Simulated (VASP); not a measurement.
# TiSi2 in VASP: further runs, part 3 of 4

VASP 6.6.1.

## Step 5: Electric field gradients, PBE (14.52 Å³/atom)

This run uses another cell than the first one, of 14.52 Å³/atom.

INCAR

```
SYSTEM = TiSi2
PREC = Accurate
ENCUT = 520
EDIFF = 1E-8
ISMEAR = -1
SIGMA = 0.08
LREAL = .False.
LASPH = .True.
NELM = 60
ALGO = Normal
ISIF = 2
LWAVE = .False.
LCHARG = .False.
GGA = PE
LEFG = .True.
NBANDS = 29
```

KPOINTS

```
regular mesh
0
Gamma
  8 8 8
  0 0 0
```

POSCAR

```
TiSi2
1.0
    0.0000000000      4.1721904249      4.3175787994
    2.4179049172      0.0000000000      4.3175787994
    2.4179049172      4.1721904249      0.0000000000
Ti Si
2 4
Direct
    0.7500000000      0.7500000000      0.7500000000
    0.5000000000      0.5000000000      0.5000000000
    0.0830000000      0.4170000000      0.0830000000
    0.4170000000      0.0830000000      0.4170000000
    0.1670000000      0.8330000000      0.1670000000
    0.8330000000      0.1670000000      0.8330000000
```

Potentials or basis: VASP PAW PBE potentials, release 64 (Ti_sv, Si).

The run is started by

```sh
> cat potpaw_PBE.64/Ti_sv/POTCAR potpaw_PBE.64/Si/POTCAR > POTCAR
> mpirun -np 1 vasp_std > vasp.out
```

OUTCAR:

```text
SYSTEM = TiSi2
   PREC = Accurate
   ENCUT = 520
   EDIFF = 1E-8
   ISMEAR = -1
   LREAL = .False.
   LASPH = .True.
   NELM = 60
   ISIF = 2
   GGA = PE

 ion  position               nearest neighbor table
   1  0.750  0.750  0.750-   6 2.57   5 2.57   6 2.57   5 2.57   3 2.78   4 2.78   4 2.79   4 2.79
                             3 2.79   3 2.79
   2  0.500  0.500  0.500-   3 2.57   4 2.57   3 2.57   4 2.57   5 2.78   6 2.78   5 2.79   5 2.79
                             6 2.79   6 2.79
   3  0.083  0.417  0.083-   2 2.57   2 2.57   5 2.57   5 2.57   1 2.78   4 2.79   4 2.79   4 2.79
                             1 2.79   1 2.79
   4  0.417  0.083  0.417-   2 2.57   2 2.57   6 2.57   6 2.57   1 2.78   3 2.79   3 2.79   3 2.79
                             1 2.79   1 2.79
   5  0.167  0.833  0.167-   1 2.57   1 2.57   3 2.57   3 2.57   2 2.78   6 2.79   6 2.79   6 2.79
                             2 2.79   2 2.79
   6  0.833  0.167  0.833-   1 2.57   1 2.57   4 2.57   4 2.57   2 2.78   5 2.79   5 2.79   5 2.79
                             2 2.79   2 2.79

  LATTYP: Found a face centered orthorhombic cell.
 ALAT       =     4.8358098344
 B/A-ratio  =     1.7255394930
 C/A-ratio  =     1.7856693903

  Lattice vectors:

 A1 = (   0.0000000000,   4.1721904249,   4.3175787994)
 A2 = (   2.4179049172,   0.0000000000,   4.3175787994)
 A3 = (   2.4179049172,   4.1721904249,   0.0000000000)

Analysis of symmetry for initial positions (statically):
=====================================================================
 Subroutine PRICEL returns:
 Original cell was already a primitive cell.

 Routine SETGRP: Setting up the symmetry group for a
 face centered orthorhombic supercell.

 Subroutine GETGRP returns: Found  8 space group operations
 (whereof  4 operations were pure point group operations)
 out of a pool of  8 trial point group operations.

The static configuration has the point symmetry D_2 .
 The point group associated with its full space group is D_2h.

Analysis of symmetry for dynamics (positions and initial velocities):
=====================================================================
 Subroutine PRICEL returns:
 Original cell was already a primitive cell.

 Routine SETGRP: Setting up the symmetry group for a
 face centered orthorhombic supercell.

 Subroutine GETGRP returns: Found  8 space group operations
 (whereof  4 operations were pure point group operations)
 out of a pool of  8 trial point group operations.

The dynamic configuration has the point symmetry D_2 .
 The point group associated with its full space group is D_2h.

 Subroutine INISYM returns: Found  8 space group operations
 (whereof  4 operations are pure point group operations),
 and found     1 'primitive' translations

----------------------------------------------------------------------------------------

                                     Primitive cell

  volume of cell :      87.1111

  direct lattice vectors                    reciprocal lattice vectors
     0.000000000  4.172190425  4.317578799    -0.206790596  0.119841126  0.115805646
     2.417904917  0.000000000  4.317578799     0.206790596 -0.119841126  0.115805646
[... 115 lines left out ...]
  Fermi-wavevector in a.u.,A,eV,Ry     =   1.263001  2.386725 21.703619  1.595171
  Thomas-Fermi vector in A             =   2.396380
   LORBIT       =      0    0 simple, 1 ext, 2 COOP (PROOUT), +10 PAW based schemes
   GGA     = PE    functional components
   LHFCALC =     F    Hartree Fock is set to
   AEXX    =    0.0000 exact exchange contribution
   IVDW    =     0    specifies the selected vdW correction
   LEPSILON=     F    determine dielectric tensor
   LRPA    =     F    only Hartree local field effects (RPA)
 non-spin polarized calculation
  energy-cutoff  :      520.00
  volume of cell :       87.11
 maximum number of plane-waves:      2364
 NGX is ok and might be reduce to    48
   NGX = 23   NGY = 19   NGZ = 17

 number of electron      39.9999998 magnetization

 Free energy of the ion-electron system (eV)
  ---------------------------------------------------
  ext. energy  EPLUGINS =         0.00000000
  ---------------------------------------------------
  free energy    TOTEN  =       -40.69623981 eV

  energy without entropy =      -40.65173010  energy(sigma->0) =      -40.67398496

 E-fermi :   9.7549     XC(G=0): -11.5696

 val. band max:        9.7356544964   @ k =  -0.2500  -0.0000   0.2500
 cond. band min:       9.7550673083   @ k =  -0.2500   0.2500   0.1250
 fundamental gap:      0.0194128119
 Fermi energy:         9.7549167462

 k-point     1 :       0.0000    0.0000    0.0000
  band No.  band energies     occupation
      1     -46.6337      2.00000
      2     -46.6098      2.00000
      3     -22.9950      2.00000
      4     -22.9864      2.00000
      5     -22.9156      2.00000
      6     -22.9024      2.00000
[... 757 lines left out ...]
     28      13.5588      0.00000
     29      13.7730      0.00000

 [... further k-points ...]
[... 5 lines left out ...]
  --------------------------------------------------------------------------------------
  -------------------------------------------------------------------------------------
  Total       -1.3466629     -1.4971784     -2.4365926      0.0000000      0.0000000      0.0000000
  in kB      -24.7682819    -27.5366127    -44.8146375      0.0000000      0.0000000      0.0000000
  external PRESSURE =     -32.3731774 kB  Pullay stress =       0.0000000 kB

 VOLUME and BASIS-vectors are now :
 -----------------------------------------------------------------------------
  energy-cutoff  :      520.00
  volume of cell :       87.11
      direct lattice vectors                 reciprocal lattice vectors
     0.000000000  4.172190425  4.317578799    -0.206790596  0.119841126  0.115805646
     2.417904917  0.000000000  4.317578799     0.206790596 -0.119841126  0.115805646
     2.417904917  4.172190425  0.000000000     0.206790596  0.119841126 -0.115805646

 POSITION                                       TOTAL-FORCE (eV/Angst)
 -----------------------------------------------------------------------------------
      3.62686      6.25829      6.47637        -0.000000      0.000000      0.000000
      2.41790      4.17219      4.31758         0.000000      0.000000      0.000000
      1.20895      0.69258      2.15879         0.000000      0.190406     -0.000000
      1.20895      3.47961      2.15879         0.000000     -0.190406     -0.000000
      2.41790      1.39351      4.31758        -0.000000     -0.190406      0.000000
      2.41790      6.95087      4.31758        -0.000000      0.190406      0.000000
 -----------------------------------------------------------------------------------
    total drift:                               -0.000000     -0.000000     -0.000000

  FREE ENERGIE OF THE ION-ELECTRON SYSTEM (eV)
  ---------------------------------------------------
  free  energy   TOTEN  =       -40.6962398148 eV

  energy  without entropy=      -40.6517301014  energy(sigma->0) =      -40.67398496

 Electric field gradients (V/A^2)
---------------------------------------------------------------------
 ion       V_xx      V_yy      V_zz      V_xy      V_xz      V_yz
---------------------------------------------------------------------
   1      -2.208    10.195    -7.987    -0.000    -0.000     0.001
   2      -2.208    10.195    -7.987    -0.000    -0.000     0.001
   3       1.747    12.123   -13.870    -0.000    27.383     0.000
   4       1.747    12.123   -13.870     0.000   -27.383     0.000
   5       1.747    12.123   -13.870    -0.000    27.383     0.000
   6       1.747    12.123   -13.870     0.000   -27.383     0.000
---------------------------------------------------------------------

 Electric field gradients after diagonalization (V/A^2)
 (convention: |V_zz| > |V_xx| > |V_yy|)
----------------------------------------------------------------------
 ion       V_xx      V_yy      V_zz     asymmetry (V_yy - V_xx)/ V_zz
----------------------------------------------------------------------
   1      -7.987    -2.208    10.195       0.567
   2      -7.987    -2.208    10.195       0.567
   3      22.413    12.123   -34.536       0.298
   4      22.413    12.123   -34.536       0.298
   5      22.413    12.123   -34.536       0.298
   6      22.413    12.123   -34.536       0.298
----------------------------------------------------------------------

           NMR quadrupolar parameters

 Cq : quadrupolar parameter    Cq=e*Q*V_zz/h
 eta: asymmetry parameters     (V_yy - V_xx)/ V_zz
 Q  : nuclear electric quadrupole moment in mb (millibarn)
----------------------------------------------------------------------
 ion       Cq(MHz)       eta       Q (mb)
----------------------------------------------------------------------
   1       0.025       0.567       1.000
   2       0.025       0.567       1.000
   3      -0.084       0.298       1.000
   4      -0.084       0.298       1.000
   5      -0.084       0.298       1.000
   6      -0.084       0.298       1.000
----------------------------------------------------------------------
```

OSZICAR:

```text
N       E                     dE             d eps       ncg     rms          rms(c)
DAV:   1     0.384748725427E+03    0.38475E+03   -0.18825E+04  5510   0.146E+03
DAV:   2     0.108318082381E+01   -0.38367E+03   -0.37332E+03  5570   0.426E+02
DAV:   3    -0.408210051346E+02   -0.41904E+02   -0.41035E+02  9235   0.118E+02
DAV:   4    -0.442084652642E+02   -0.33875E+01   -0.33694E+01  7884   0.297E+01
DAV:   5    -0.444163759399E+02   -0.20791E+00   -0.20785E+00  8403   0.622E+00    0.178E+01
DAV:   6    -0.414518819027E+02    0.29645E+01   -0.34821E+01  7834   0.406E+01    0.711E+00
DAV:   7    -0.407855773566E+02    0.66630E+00   -0.71882E+00  7488   0.195E+01    0.493E+00
DAV:   8    -0.407172953656E+02    0.68282E-01   -0.91804E-01  7567   0.734E+00    0.142E+00
DAV:   9    -0.406954836745E+02    0.21812E-01   -0.17676E-01  7574   0.342E+00    0.507E-01
DAV:  10    -0.406966916264E+02   -0.12080E-02   -0.76604E-03  7318   0.642E-01    0.246E-01
DAV:  11    -0.406964309068E+02    0.26072E-03   -0.69561E-03  7921   0.615E-01    0.159E-01
DAV:  12    -0.406962401679E+02    0.19074E-03   -0.13837E-03  7675   0.286E-01    0.156E-02
DAV:  13    -0.406962405239E+02   -0.35605E-06   -0.31075E-05  7166   0.474E-02    0.134E-02
DAV:  14    -0.406962400412E+02    0.48272E-06   -0.23721E-06  7493   0.126E-02    0.372E-03
DAV:  15    -0.406962397555E+02    0.28574E-06   -0.11772E-06  8079   0.728E-03    0.409E-04
DAV:  16    -0.406962397736E+02   -0.18098E-07   -0.33334E-08  6205   0.145E-03    0.393E-04
DAV:  17    -0.406962398200E+02   -0.46464E-07   -0.66668E-09  4447   0.794E-04    0.181E-04
DAV:  18    -0.406962398148E+02    0.52009E-08   -0.12811E-09  4010   0.348E-04
   1 F= -.40696240E+02 E0= -.40673985E+02  d E =-.445097E-01
```

Wall time 12 min (1 thread of Oxide Virtual Turin-like, shared host); peak memory 0.33 GiB.

Results:

```yaml
Free_energy: -40.6962 eV
Pressure: -3.2 GPa
Largest_force: 0.190 eV/Å
Band_gap_on_the_k_mesh: zero (bands 20 and 21 overlap by 1.77 eV)
Largest_electric_field_gradient_by_atom: Ti +10.2; Si -34.5 V/Å²
```

Forces in eV/Å, atoms in the order of the input:
```
Ti   0.000  0.000  0.000
Ti   0.000  0.000  0.000
Si   0.000  0.190  0.000
Si   0.000 -0.190  0.000
Si   0.000 -0.190  0.000
Si   0.000  0.190  0.000
```

Stress tensor (GPa, compression positive):
```
-2.48  0.00  0.00
 0.00 -2.75  0.00
 0.00  0.00 -4.48
```

Electric field gradients, principal values (V/Å²):
| atom | least | middle | greatest (by size) |
| --- | --- | --- | --- |
| 1 Ti | -2.208 | -7.987 | 10.195 |
| 2 Ti | -2.208 | -7.987 | 10.195 |
| 3 Si | 12.123 | 22.413 | -34.536 |
| 4 Si | 12.123 | 22.413 | -34.536 |
| 5 Si | 12.123 | 22.413 | -34.536 |
| 6 Si | 12.123 | 22.413 | -34.536 |

Caveat: the cell stands under tension; without QUAD_EFG the Cq values of the log hold for a quadrupole moment of 1 mb, not for the nuclei.

(Part 3 of 4 ends here.)
